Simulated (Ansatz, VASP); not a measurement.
AlCu3: VASP beside Ansatz

INCAR

```
  ALGO = Fast
  EDIFF = 1E-6
  ENCUT = 520
  ISIF = 2
  ISMEAR = 0
  LASPH = True
  LCHARG = False
  LREAL = False
  LWAVE = False
  NBANDS = 26
  NELM = 80
  PREC = Accurate
  SIGMA = 0.15
```

KPOINTS

```
k-points
0
Gamma
  12 12 12
```

POSCAR

```
AlCu3
1.0
    3.5890258340      0.0000000000      0.0000000000
    0.0000000000      3.5890258340      0.0000000000
    0.0000000000      0.0000000000      3.5890258340
Al Cu
1 3
Direct
    0.0000000000      0.0000000000      0.0000000000
    0.5000000000      0.4839510768      0.0000000000
    0.5000000000      0.0000000000      0.5000000000
    0.0000000000      0.5160489232      0.5000000000
```

Input for Ansatz:

```yaml
crystal:
  lattice:
    - [3.589025834, 0.0, 0.0]
    - [0.0, 3.589025834, 0.0]
    - [0.0, 0.0, 3.589025834]
  atoms:
    - { symbol: Al, position: [0.0, 0.0, 0.0] }
    - { symbol: Cu, position: [0.5, 0.4839510768, 0.0] }
    - { symbol: Cu, position: [0.5, 0.0, 0.5] }
    - { symbol: Cu, position: [0.0, 0.5160489232, 0.5] }
basis:
  ecutwfc: 520.0
kpoints:
  mp_grid: { grid: [12, 12, 12] }
hamiltonian:
  xc: lda
  pseudopotentials: { kind: paw, azcp: { folder: soft_1 } }
scf:
  occupations: { method: gaussian, width: 0.15 }
output:
  forces: true
  stress: true
  eigenvalues: true
```

Change from the starting cell: mode 5 frozen in at -0.058 Å, equal normal strain along x, y and z +0.0000.

Alike in both runs: task single point; functional LDA; k mesh 12 × 12 × 12; occupations gaussian, width 0.15 eV; no spin polarisation.

```csv
,VASP,Ansatz
version,VASP 6.6.1,Ansatz 0.2.0
potentials or method,"VASP PAW LDA potentials, release 64 (Al, Cu), cutoff 520 eV","scalar-relativistic, plane waves, PAW"
valence electrons in the cell,36,60
```

|  | VASP | Ansatz | Ansatz less VASP |
| --- | --- | --- | --- |
| gap on the k mesh at the Fermi level (eV) | none | none | - |
| pressure (GPa) | 0.8 | 0.3 | -0.57 |
| rms of the force components (eV/Å) | 0.158 | 0.155 | -0.0022 |

Ansatz warns that its potentials were made for another functional, while VASP's fit it. LDA's correlation is that of Perdew and Zunger in VASP and of Perdew and Wang (1992) in Ansatz. Atom by atom the forces differ by 0.002 eV/Å (rms over components). A gap of «none» marks a metal or a gap that the smearing closes. VASP's potentials hold 36 valence electrons a cell and Ansatz's 60, so a difference there can come from the potentials and not from the codes.
